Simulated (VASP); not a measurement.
A run of VASP 6.6.1 is set up as follows.

The input INCAR:

```
ALGO     = Normal         # electronic algorithm
EDIFF    = 1E-6           # SCF threshold, eV
ENCUT    = 520            # plane-wave cutoff, eV
GGA      = CA             # functional
ISIF     = 2              # what is computed and relaxed
ISMEAR   = 0              # smearing method
LASPH    = True           # aspherical terms in the spheres
LCHARG   = False          # write CHGCAR
LREAL    = False          # projectors in reciprocal space
LWAVE    = False          # write WAVECAR
NBANDS   = 12             # bands
NELM     = 100            # most SCF steps
PREC     = Accurate       # precision mode
SIGMA    = 0.02           # smearing width, eV
```

File KPOINTS:

```
k-points
0
Gamma
  12 12 8
```

POSCAR

```
N
1.0
    2.5194740000      0.0000000000      0.0000000000
   -1.2597370000      2.1819280000      0.0000000000
    0.0000000000      0.0000000000      2.3970819600
N
2
Direct
    0.6666666667      0.3333333333      0.2500000000
    0.3333333333      0.6666666667      0.7500000000
```

Potentials or basis: VASP PAW LDA potentials, release 64 (N).

Command:

```bash
$ cat potpaw_LDA.64/N/POTCAR > POTCAR
$ mpirun -np 1 vasp_std > vasp.out
```

Q: Predict the pressure.

A: -2.3 GPa.

Q: Estimate the band gap on the k mesh.

A: Zero (band 5 reaches 8.27 eV, above the bottom of band 6 at 3.16 eV).

Stress tensor (GPa, compression positive):
```
-6.05  0.00  0.00
 0.00 -6.05  0.00
 0.00  0.00  5.05
```
